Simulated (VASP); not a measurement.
Runs of VASP 6.6.1 on TiC. Symmetry: Fm-3m, No. 225, cubic system. The conventional cell has a = 4.319 Å, b = 4.319 Å, c = 4.319 Å, α = 90.00°, β = 90.00°, γ = 90.00°. Within 2.9 Å of Ti (site symmetry m-3m) lie 6 C at 2.16 Å. C (site symmetry m-3m) has 6 Ti at 2.16 Å within 2.9 Å. 

```csv
k mesh,gap on the mesh (eV),pressure (GPa)
7 × 7 × 7,none,2.7
3 × 3 × 3,none,(a)
9 × 9 × 9,none,2.7
5 × 5 × 5,none,2.5
```

Alike in all rows: task single point; level PBE; potentials or basis VASP PAW PBE potentials, release 64 (Ti_sv, C); no spin polarisation; cell as given; cutoff (eV) 600; smearing methfessel-paxton 0.1 eV.

Fill in the values left out.

(a) 3.5.

Caveats: some runs use coarse meshes.

A gap of «none» marks levels without a gap at the run's occupations.
